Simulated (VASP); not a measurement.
Here is a VASP 6.6.1 calculation.

The input INCAR:

```
PREC = Accurate
ENCUT = 520
EDIFF = 1E-8
ISMEAR = -1
SIGMA = 0.15
LREAL = F
LASPH = T
NELM = 100
ALGO = Normal
ISIF = 2
LWAVE = F
LCHARG = T
GGA = PS
IBRION = 8
NSW = 1
```

The input KPOINTS:

```
Automatic mesh
0
Gamma
  14 14 14
```

POSCAR

```
InRh
1.0
    3.1902011053      0.0000000000      0.0000000000
    0.0000000000      3.1902011053      0.0000000000
    0.0000000000      0.0000000000      3.1902011053
In Rh
1 1
Direct
    0.5000000000      0.5000000000      0.5000000000
    0.0000000000      0.0000000000      0.0000000000
```

Potentials or basis: VASP PAW PBE potentials, release 64 (In_d, Rh_pv).

The run is started by

```sh
$ cat potpaw_PBE.64/In_d/POTCAR potpaw_PBE.64/Rh_pv/POTCAR > POTCAR
$ mpirun -np 1 vasp_std > vasp.out
```

Estimate the highest phonon frequency at Γ.

179 cm⁻¹.

Phonon frequencies in cm⁻¹ (negative: imaginary):
```
              q point        frequencies
(0.000, 0.000, 0.000)  0 0 0 179 179 179
```
